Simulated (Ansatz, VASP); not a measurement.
TaN in VASP and in Ansatz

INCAR

```
PREC     = Accurate       # precision mode
ENCUT    = 700            # plane-wave cutoff, eV
EDIFF    = 1E-6           # SCF threshold, eV
ISMEAR   = -1             # smearing method
SIGMA    = 0.05           # smearing width, eV
LREAL    = False          # projectors in reciprocal space
LASPH    = True           # aspherical terms in the spheres
NELM     = 200            # most SCF steps
ALGO     = Normal         # electronic algorithm
ISIF     = 2              # what is computed and relaxed
LWAVE    = False          # write WAVECAR
LCHARG   = False          # write CHGCAR
MAGMOM   = 0 0 0 0 0 0    # initial moments
LORBIT   = 11             # projections on sites
LSORBIT  = True           # spin-orbit coupling
GGA_COMPAT= False        
LORBMOM  = True         
LMAXMIX  = 4              # l up to which the mixer works
NBANDS   = 30             # bands
```

KPOINTS

```
Automatic mesh
0
Gamma
  7 7 7
```

File POSCAR:

```
TaN
1.0
    0.0000000000      2.2113230000      2.2113230000
    2.2113230000      0.0000000000      2.2113230000
    2.2113230000      2.2113230000      0.0000000000
Ta N
1 1
Direct
    0.5000000000      0.5000000000      0.5000000000
    0.0000000000      0.0000000000      0.0000000000
```

Contents of input.yaml:

```yaml
crystal:
  lattice:
    - [0.0, 2.211323, 2.211323]
    - [2.211323, 0.0, 2.211323]
    - [2.211323, 2.211323, 0.0]
  atoms:
    - { symbol: Ta, position: [0.5, 0.5, 0.5] }
    - { symbol: "N", position: [0.0, 0.0, 0.0] }
hamiltonian:
  xc: lda
  pseudopotentials: { kind: paw_fr }
magnetization:
  noncollinear: true
  spin_orbit: true
kpoints:
  mp_grid: { grid: [7, 7, 7] }
  band_path:
    path:
      - [[0.0, 0.0, 0.0], [0.5, 0.0, 0.5], [0.5, 0.25, 0.75], [0.375, 0.375, 0.75], [0.0, 0.0, 0.0], [0.5, 0.5, 0.5], [0.625, 0.25, 0.625], [0.5, 0.25, 0.75], [0.5, 0.5, 0.5], [0.375, 0.375, 0.75]]
      - [[0.625, 0.25, 0.625], [0.5, 0.0, 0.5]]
    npoints: 14
scf:
  occupations: { method: fermi_dirac, width: 0.05 }
  n_extra_bands: 6
output:
  forces: true
  stress: true
  eigenvalues: true
  fatbands: false
  write_density: true
  write_potential: true
  elf: true
  volumetric_format: npy
```

Alike in both runs: functional LDA; k mesh 7 × 7 × 7; occupations fermi-dirac, width 0.05 eV; non-collinear spin, spin-orbit coupling.

|  | VASP | Ansatz |
| --- | --- | --- |
| version | VASP 6.6.1 | Ansatz 0.2.0 |
| potentials or method | VASP PAW LDA potentials, release 64 (Ta_sv_GW, N) | Ansatz PAW |
| plane-wave cutoff (eV) | 700 | 420 |
| valence electrons in the cell | 18 | 18 |
| task | single point | band structure |

VASP gave:

- pressure (GPa): -16.0

Question: Which values does Ansatz return?

Answer: Pressure (GPa): -17.2.

LDA's correlation is that of Perdew and Zunger in VASP and of Perdew and Wang (1992) in Ansatz.
